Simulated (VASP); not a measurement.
# W (P4/nmm) in VASP: notebook

The runs below take W through single point, with PBEsol.

Program: VASP 6.6.1. These are calculated values, not measurements. Logs are shortened: lines on timing, memory, paths and dates and some standing lists are left out, and cuts for length are marked.

## Step 1: The cell of the first run

Symmetry: P4/nmm, No. 129, tetragonal system. Conventional cell: a = 2.871 Å, b = 2.871 Å, c = 4.060 Å, α = 90.00°, β = 90.00°, γ = 90.00°. Within 3.5 Å of W (site symmetry 4mm) lie 12 W at 2.64 to 3.13 Å.

## Step 2: Single point, PBEsol (mode 6 (197.5 1/cm) frozen in, largest displacement +0.175 Å)

File INCAR:

```
SYSTEM = W
PREC = Accurate
ENCUT = 520
EDIFF = 1E-6
ISMEAR = 0
SIGMA = 0.15
LREAL = .FALSE.
LASPH = .TRUE.
NELM = 100
ALGO = Fast
ISIF = 2
LWAVE = .FALSE.
LCHARG = .TRUE.
GGA = PS
LELF = .TRUE.
LVHAR = .TRUE.
NBANDS = 21
```

File KPOINTS:

```
Automatic mesh
0
G
  16 16 12
  0 0 0
```

File POSCAR:

```
W
1.0
    0.0000000000     -2.0300000000     -2.0300000000
    0.0000000000      2.0300000000     -2.0300000000
    4.0600000000      0.0000000000      0.0000000000
W
2
Direct
    0.5000000000      0.5000000000      0.5431034483
    0.0000000000      0.0000000000     -0.0431034483
```

Potentials or basis: VASP PAW PBE potentials, release 64 (W_sv).

On the command line:

```bash
cat potpaw_PBE.64/W_sv/POTCAR > POTCAR
mpirun -np 1 vasp_std > vasp.out
```

OUTCAR:

```text
SYSTEM = W
   PREC = Accurate
   ENCUT = 520
   EDIFF = 1E-6
   ISMEAR = 0
   LREAL = .FALSE.
   LASPH = .TRUE.
   NELM = 100
   ISIF = 2
   GGA = PS

 ion  position               nearest neighbor table
   1  0.500  0.500  0.543-   2 2.64   2 2.64   2 2.64   2 2.64   2 3.13   2 3.13   2 3.13   2 3.13

   2  0.000  0.000  0.957-   1 2.64   1 2.64   1 2.64   1 2.64   1 3.13   1 3.13   1 3.13   1 3.13

  LATTYP: Found a simple tetragonal cell.
 ALAT       =     2.8708535316
 C/A-ratio  =     1.4142135624

  Lattice vectors:

 A1 = (   0.0000000000,  -2.0300000000,  -2.0300000000)
 A2 = (   0.0000000000,   2.0300000000,  -2.0300000000)
 A3 = (   4.0600000000,   0.0000000000,   0.0000000000)

Analysis of symmetry for initial positions (statically):
=====================================================================
 Subroutine PRICEL returns:
 Original cell was already a primitive cell.

 Routine SETGRP: Setting up the symmetry group for a
 simple tetragonal supercell.

 Subroutine GETGRP returns: Found 16 space group operations
 (whereof  8 operations were pure point group operations)
 out of a pool of 16 trial point group operations.

The static configuration has the point symmetry C_4v.
 The point group associated with its full space group is D_4h.

Analysis of symmetry for dynamics (positions and initial velocities):
=====================================================================
 Subroutine PRICEL returns:
 Original cell was already a primitive cell.

 Routine SETGRP: Setting up the symmetry group for a
 simple tetragonal supercell.

 Subroutine GETGRP returns: Found 16 space group operations
 (whereof  8 operations were pure point group operations)
 out of a pool of 16 trial point group operations.

The dynamic configuration has the point symmetry C_4v.
 The point group associated with its full space group is D_4h.

 Subroutine INISYM returns: Found 16 space group operations
 (whereof  8 operations are pure point group operations),
 and found     1 'primitive' translations

----------------------------------------------------------------------------------------

                                     Primitive cell

  volume of cell :      33.4617

  direct lattice vectors                    reciprocal lattice vectors
     0.000000000 -2.030000000 -2.030000000     0.000000000 -0.246305419 -0.246305419
     0.000000000  2.030000000 -2.030000000     0.000000000  0.246305419 -0.246305419
     4.060000000  0.000000000  0.000000000     0.246305419  0.000000000  0.000000000

  length of vectors
     2.870853532  2.870853532  4.060000000     0.348328464  0.348328464  0.246305419

  position of ions in fractional coordinates (direct lattice)
     0.500000000  0.500000000  0.543103448
     0.000000000  0.000000000  0.956896552

  ion indices of the primitive-cell ions
   primitive index   ion index
                 1           1
                 2           2

----------------------------------------------------------------------------------------

 KPOINTS: Automatic mesh

Automatic generation of k-mesh.
 Grid dimensions read from file:
 generate k-points for:   16   16   12

 Generating k-lattice:

  Cartesian coordinates                     Fractional coordinates (reciprocal lattice)
     0.000000000 -0.015394089 -0.015394089     0.062500000  0.000000000  0.000000000
     0.000000000  0.015394089 -0.015394089     0.000000000  0.062500000  0.000000000
     0.020525452  0.000000000  0.000000000     0.000000000  0.000000000  0.083333333

  Length of vectors
     0.021770529  0.021770529  0.020525452

  Shift w.r.t. Gamma in fractional coordinates (k-lattice)
     0.000000000  0.000000000  0.000000000

 Subroutine IBZKPT returns following result:
 ===========================================

 Found    315 irreducible k-points:

 Following reciprocal coordinates:
            Coordinates               Weight
  0.000000  0.000000  0.000000      1.000000
  0.062500  0.000000  0.000000      4.000000
  0.125000  0.000000  0.000000      4.000000
  0.187500  0.000000  0.000000      4.000000
  0.250000  0.000000  0.000000      4.000000
  0.312500  0.000000  0.000000      4.000000
[... 16 lines left out ...]
  0.437500  0.125000  0.000000      8.000000
  0.500000  0.125000  0.000000      4.000000
 [... further k-points ...]
   k-points           NKPTS =    315   k-points in BZ     NKDIM =    315   number of bands    NBANDS=     21
   number of dos      NEDOS =    301   number of ions     NIONS =      2
   total plane-waves  NPLWV =  17280
   dimension x,y,z NGX =    24 NGY =   24 NGZ =   30
   dimension x,y,z NGXF=    48 NGYF=   48 NGZF=   60
   ions per type =               2
   NGX,Y,Z   is equivalent  to a cutoff of  13.90, 13.90, 12.28 a.u.
   NGXF,Y,Z  is equivalent  to a cutoff of  27.80, 27.80, 24.57 a.u.
 SYSTEM =  W
   PREC   = accura    normal or accurate (medium, high low for compatibility)
   ISTART =      0    job   : 0-new  1-cont  2-samecut
   ICHARG =      2    charge: 1-file 2-atom 10-const
   ISPIN  =      1    spin polarized calculation?
   LNONCOLLINEAR =      F non collinear calculations
   LSORBIT =      F    spin-orbit coupling
   LASPH  =      T    aspherical Exc in radial PAW
   ENCUT  =  520.0 eV  38.22 Ry    6.18 a.u.   5.34  5.34  7.55*2*pi/ulx,y,z
   NELM   =    100;   NELMIN=  2; NELMDL= -5     # of ELM steps
   EDIFF  = 0.1E-05   stopping-criterion for ELM
   LREAL  =      F    real-space projection
   EDIFFG = 0.1E-04   stopping-criterion for IOM
   NSW    =      0    number of steps for IOM
   IBRION =     -1    ionic relax: 0-MD 1-quasi-New 2-CG
   NFREE  =      0    steps in history (QN), initial steepest desc. (CG)
   ISIF   =      2    stress and relaxation
   ISYM   =      2    0-nonsym 1-usesym 2-fastsym
   POTIM  = 0.5000    time-step for ionic-motion
   TEBEG  =    0.0;   TEEND  =   0.0 temperature during run
   PSTRESS=    0.0 pullay stress
   NELECT =      28.0000    total number of electrons
   NUPDOWN=      -1.0000    fix difference up-down
   EMIN   =  10.00;   EMAX   =-10.00  energy-range for DOS
   EFERMI =   0.00;   METHOD = LEGACY
   ISMEAR =     0;   SIGMA  =   0.15  broadening in eV -4-tet -1-fermi 0-gaus
   EFERMI_NEDOS =   21; number of points for ismear=-14 and -15
   IALGO  =     68    algorithm
   IMIX   =      4    mixing-type and parameters
     AMIX     =   0.40;   BMIX     =  1.00
     AMIX_MAG =   1.60;   BMIX_MAG =  1.00
  volume/ion in A,a.u.               =      16.73       112.91
  Fermi-wavevector in a.u.,A,eV,Ry     =   1.542688  2.915258 32.380324  2.379887
  Thomas-Fermi vector in A             =   2.648457
   LORBIT       =      0    0 simple, 1 ext, 2 COOP (PROOUT), +10 PAW based schemes
   GGA     = PS    functional components
   LHFCALC =     F    Hartree Fock is set to
   AEXX    =    0.0000 exact exchange contribution
   IVDW    =     0    specifies the selected vdW correction
   LEPSILON=     F    determine dielectric tensor
   LRPA    =     F    only Hartree local field effects (RPA)
 non-spin polarized calculation
 RMM-DIIS sequential band-by-band and
 Gauss-broadening in eV      SIGMA  =   0.15
  energy-cutoff  :      520.00
  volume of cell :       33.46
 maximum number of plane-waves:       928
 NGX is ok and might be reduce to    24
   NGX = 11   NGY = 11   NGZ = 15

 number of electron      27.9999994 magnetization

 Free energy of the ion-electron system (eV)
  ---------------------------------------------------
  ext. energy  EPLUGINS =         0.00000000
  ---------------------------------------------------
  free energy    TOTEN  =       -25.93836137 eV

  energy without entropy =      -25.91693449  energy(sigma->0) =      -25.92764793

 E-fermi :  10.0674     XC(G=0): -13.3802

 val. band max:       10.0659118067   @ k =   0.1250   0.0000   0.3333
 cond. band min:      10.0705368558   @ k =   0.4375   0.0000   0.3333
 fundamental gap:      0.0046250492
 Fermi energy:        10.0673999917

 k-point     1 :       0.0000    0.0000    0.0000
  band No.  band energies     occupation
      1     -63.5610      2.00000
      2     -63.3477      2.00000
      3     -28.2813      2.00000
      4     -27.7160      2.00000
      5     -27.7160      2.00000
      6     -27.1793      2.00000
[... 13 lines left out ...]
     20      15.4523      0.00000
     21      21.8015      0.00000

 k-point     2 :       0.0625    0.0000    0.0000
  band No.  band energies     occupation
      1     -63.5577      2.00000
      2     -63.3485      2.00000
      3     -28.2743      2.00000
      4     -27.7441      2.00000
      5     -27.7084      2.00000
      6     -27.1767      2.00000
[... 13 lines left out ...]
     20      16.3520      0.00000
     21      20.6501      0.00000

 k-point     3 :       0.1250    0.0000    0.0000
  band No.  band energies     occupation
      1     -63.5482      2.00000
      2     -63.3509      2.00000
      3     -28.2552      2.00000
      4     -27.8193      2.00000
      5     -27.6859      2.00000
      6     -27.1948      2.00000
[... 13 lines left out ...]
     20      17.4550      0.00000
     21      19.4662      0.00000

 k-point     4 :       0.1875    0.0000    0.0000
  band No.  band energies     occupation
      1     -63.5330      2.00000
      2     -63.3554      2.00000
      3     -28.2295      2.00000
      4     -27.9223      2.00000
      5     -27.6499      2.00000
      6     -27.2901      2.00000
[... 13 lines left out ...]
     20      18.2910      0.00000
     21      18.5949      0.00000

 k-point     5 :       0.2500    0.0000    0.0000
  band No.  band energies     occupation
      1     -63.5134      2.00000
      2     -63.3623      2.00000
      3     -28.2075      2.00000
      4     -28.0328      2.00000
      5     -27.6027      2.00000
      6     -27.3879      2.00000
[... 13 lines left out ...]
     20      17.3053      0.00000
     21      19.6812      0.00000
[... 382 lines left out ...]
     20      17.5280      0.00000
     21      20.9807      0.00000

 k-point    22 :       0.3750    0.1250    0.0000
  band No.  band energies     occupation
      1     -63.4592      2.00000
      2     -63.3834      2.00000
      3     -28.2076      2.00000
      4     -28.1996      2.00000
      5     -27.5926      2.00000
      6     -27.5340      2.00000
[... 13 lines left out ...]
     20      17.0556      0.00000
     21      21.5158      0.00000

 k-point    23 :       0.4375    0.1250    0.0000
  band No.  band energies     occupation
      1     -63.4370      2.00000
      2     -63.3984      2.00000
      3     -28.2457      2.00000
      4     -28.2385      2.00000
      5     -27.5460      2.00000
      6     -27.5279      2.00000
[... 13 lines left out ...]
     20      16.8406      0.00000
     21      21.1270      0.00000

 k-point    24 :       0.5000    0.1250    0.0000
  band No.  band energies     occupation
      1     -63.4164      2.00000
      2     -63.4164      2.00000
      3     -28.2566      2.00000
      4     -28.2566      2.00000
      5     -27.5223      2.00000
      6     -27.5223      2.00000
[... 13 lines left out ...]
     20      16.4413      0.00000
     21      21.1357      0.00000

 [... further k-points ...]
[... 5 lines left out ...]
  --------------------------------------------------------------------------------------
  -------------------------------------------------------------------------------------
  Total       -3.4737458      2.1816799      2.1816799     -0.0000000      0.0000000     -0.0000000
  in kB     -166.3261403    104.4608382    104.4608382     -0.0000000      0.0000000     -0.0000000
  external PRESSURE =      14.1985121 kB  Pullay stress =       0.0000000 kB

 VOLUME and BASIS-vectors are now :
 -----------------------------------------------------------------------------
  energy-cutoff  :      520.00
  volume of cell :       33.46
      direct lattice vectors                 reciprocal lattice vectors
     0.000000000 -2.030000000 -2.030000000     0.000000000 -0.246305419 -0.246305419
     0.000000000  2.030000000 -2.030000000     0.000000000  0.246305419 -0.246305419
     4.060000000  0.000000000  0.000000000     0.246305419  0.000000000  0.000000000

 POSITION                                       TOTAL-FORCE (eV/Angst)
 -----------------------------------------------------------------------------------
      2.20500      0.00000     -2.03000        -3.150590      0.000000      0.000000
      3.88500      0.00000      0.00000         3.150590     -0.000000     -0.000000
 -----------------------------------------------------------------------------------
    total drift:                                0.000000      0.000000     -0.000000

  FREE ENERGIE OF THE ION-ELECTRON SYSTEM (eV)
  ---------------------------------------------------
  free  energy   TOTEN  =       -25.9383613712 eV

  energy  without entropy=      -25.9169344890  energy(sigma->0) =      -25.92764793
```

Wall time 4.3 min (1 thread of Intel Xeon Platinum 8375C at 2.90GHz (Ice Lake), shared host); peak memory 0.28 GiB.

What came out:

```yaml
Free_energy: -25.9384 eV
Pressure: 1.4 GPa
Largest_force: 3.151 eV/Å
Band_gap_on_the_k_mesh: zero (band 14 reaches 13.12 eV, above the bottom of band 15 at 9.46 eV)
```

Forces on the atoms (eV/Å):
```
W   -3.151  0.000  0.000
W    3.151  0.000  0.000
```

Stress tensor (GPa, compression positive):
```
-16.63   0.00   0.00
  0.00  10.45   0.00
  0.00   0.00  10.45
```

Caveat: the cell differs from its parent crystal (mode 6 (197.5 1/cm) frozen in, largest displacement +0.175 Å); the PAW data sets were made with another functional, which shifts forces and pressure a little; spin-orbit coupling is left out, which moves the levels of the heavy elements.

## Step 3: Single point, PBEsol (mode 6 (197.5 1/cm) frozen in, largest displacement +0.125 Å)

File INCAR:

```
SYSTEM = W
PREC = Accurate
ENCUT = 520
EDIFF = 1E-6
ISMEAR = 0
SIGMA = 0.15
LREAL = .False.
LASPH = .True.
NELM = 60
ALGO = Fast
ISIF = 2
LWAVE = .False.
LCHARG = .False.
GGA = PS
NBANDS = 21
```

File KPOINTS:

```
regular mesh
0
Gamma
  16 16 12
  0 0 0
```

File POSCAR:

```
W
1.0
    0.0000000000     -2.0300000000     -2.0300000000
    0.0000000000      2.0300000000     -2.0300000000
    4.0600000000      0.0000000000      0.0000000000
W
2
Direct
    0.5000000000      0.5000000000      0.5307881773
    0.0000000000      0.0000000000     -0.0307881773
```

Potentials or basis: VASP PAW PBE potentials, release 64 (W_sv).

On the command line:

```bash
cat potpaw_PBE.64/W_sv/POTCAR > POTCAR
mpirun -np 1 vasp_std > vasp.out
```

It took 4.1 min on 1 thread of Intel Xeon Platinum 8375C at 2.90GHz (Ice Lake), shared host; peak memory 0.28 GiB.

Results (log left out):

* Free energy: -26.2177 eV
* Pressure: -5.0 GPa
* Largest force: 2.468 eV/Å
* Band gap on the k mesh: zero (band 14 reaches 13.07 eV, above the bottom of band 15 at 9.55 eV)

Forces in eV/Å, atoms in the order of the input:
```
W   -2.468  0.000  0.000
W    2.468  0.000  0.000
```

Stress tensor (GPa, compression positive):
```
-18.42   0.00   0.00
  0.00   1.68   0.00
  0.00   0.00   1.68
```

Levels at points of the mesh, in eV from the Fermi level:
| k point | band 11 | band 12 | band 13 | band 14 | band 15 | band 16 | band 17 | band 18 |
| --- | --- | --- | --- | --- | --- | --- | --- | --- |
| (0.00, 0.00, 0.00) | -4.73 | -0.63 | -0.63 | -0.47 | 1.46 | 2.15 | 4.32 | 4.97 |
| (0.50, 0.00, 0.00) | -2.70 | -2.70 | -1.04 | -1.04 | 0.10 | 0.10 | 2.86 | 2.86 |
| (0.50, 0.50, 0.00) | -4.42 | -4.42 | 2.94 | 2.94 | 4.71 | 4.71 | 5.11 | 5.11 |
| (0.00, 0.00, 0.50) | -3.88 | -2.01 | -1.51 | 0.79 | 0.79 | 1.56 | 2.16 | 2.16 |
| (0.50, 0.00, 0.50) | -1.05 | -1.05 | -0.74 | -0.74 | 0.55 | 0.55 | 4.65 | 4.65 |
| (0.50, 0.50, 0.50) | -2.59 | -2.59 | -1.44 | -1.44 | 1.42 | 1.42 | 5.53 | 5.53 |

Caveat: the cell differs from its parent crystal (mode 6 (197.5 1/cm) frozen in, largest displacement +0.125 Å); the PAW data sets were made with another functional, which shifts forces and pressure a little; spin-orbit coupling is left out, which moves the levels of the heavy elements.

## Step 4: Single point, PBEsol (mode 6 (197.5 1/cm) frozen in, largest displacement +0.075 Å)

File INCAR:

```
  ALGO = Fast
  EDIFF = 1E-6
  ENCUT = 520
  GGA = PS
  ISIF = 2
  ISMEAR = 0
  LASPH = True
  LCHARG = False
  LREAL = False
  LWAVE = False
  NBANDS = 21
  NELM = 60
  PREC = Accurate
  SIGMA = 0.15
```

File KPOINTS:

```
k-points
0
Gamma
  16 16 12
```

File POSCAR:

```
W
1.0
    0.0000000000     -2.0300000000     -2.0300000000
    0.0000000000      2.0300000000     -2.0300000000
    4.0600000000      0.0000000000      0.0000000000
W
2
Direct
    0.5000000000      0.5000000000      0.5184729064
    0.0000000000      0.0000000000     -0.0184729064
```

On the command line:

```bash
cat potpaw_PBE.64/W_sv/POTCAR > POTCAR
mpirun -np 1 vasp_std > vasp.out
```

Wall time 4.2 min (1 thread of Intel Xeon Platinum 8375C at 2.90GHz (Ice Lake), shared host); peak memory 0.28 GiB.

The run converged. Its results:

```yaml
Free_energy: -26.4343 eV
Pressure: -9.5 GPa
Largest_force: 1.791 eV/Å
Band_gap_on_the_k_mesh: zero (band 14 reaches 13.04 eV, above the bottom of band 15 at 9.64 eV)
```

Forces in eV/Å, atoms in the order of the input:
```
W   -1.791  0.000  0.000
W    1.791  0.000  0.000
```

Stress tensor (GPa, compression positive):
```
-15.57   0.00   0.00
  0.00  -6.45   0.00
  0.00   0.00  -6.45
```

Levels at points of the mesh, in eV from the Fermi level:
| k point | band 12 | band 13 | band 14 | band 15 | band 16 | band 17 |
| --- | --- | --- | --- | --- | --- | --- |
| (0.00, 0.00, 0.00) | -0.59 | -0.59 | -0.53 | 1.90 | 2.35 | 3.63 |
| (0.50, 0.00, 0.00) | -2.42 | -1.42 | -1.42 | 0.50 | 0.50 | 2.48 |
| (0.50, 0.50, 0.00) | -4.43 | 2.94 | 2.94 | 4.79 | 4.79 | 5.42 |
| (0.00, 0.00, 0.50) | -2.34 | -1.01 | 0.84 | 1.07 | 1.07 | 1.93 |
| (0.50, 0.00, 0.50) | -0.89 | -0.77 | -0.77 | 0.56 | 0.56 | 4.80 |
| (0.50, 0.50, 0.50) | -2.37 | -1.64 | -1.64 | 1.29 | 1.29 | 5.58 |

Caveat: the cell differs from its parent crystal (mode 6 (197.5 1/cm) frozen in, largest displacement +0.075 Å); the PAW data sets were made with another functional, which shifts forces and pressure a little; spin-orbit coupling is left out, which moves the levels of the heavy elements.
